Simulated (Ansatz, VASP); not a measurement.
# One calculation of Ca, two programs

```
Ca
1.0
     0.00000    2.79420    3.01774
     2.79420    0.00000    3.01774
     2.79420    2.79420    0.00000
Ca
1
Direct
  0.00000 0.00000 0.00000
```

Change from the starting cell: strain +0.000 along x and y, +0.080 along z, atoms carried along.

Alike in both runs: task single point; functional PBE; k mesh 14 × 14 × 14; occupations gaussian, width 0.15 eV; no spin polarisation.

```csv
,VASP,Ansatz
version,VASP 6.6.1,Ansatz 0.2.0
potentials or method,"VASP PAW PBE potentials, release 64 (Ca_sv), cutoff 520 eV","scalar-relativistic, plane waves, PAW"
valence electrons in the cell,10,10
```

```tsv
	VASP	Ansatz	Ansatz less VASP
gap on the k mesh at the Fermi level (eV)	none	none	-
pressure (GPa)	-1.6	-1.6	-0.01
traceless stress, the component that is largest in VASP (GPa)	-0.52	-0.52	0.000
```

A gap of «none» marks a metal or a gap that the smearing closes.
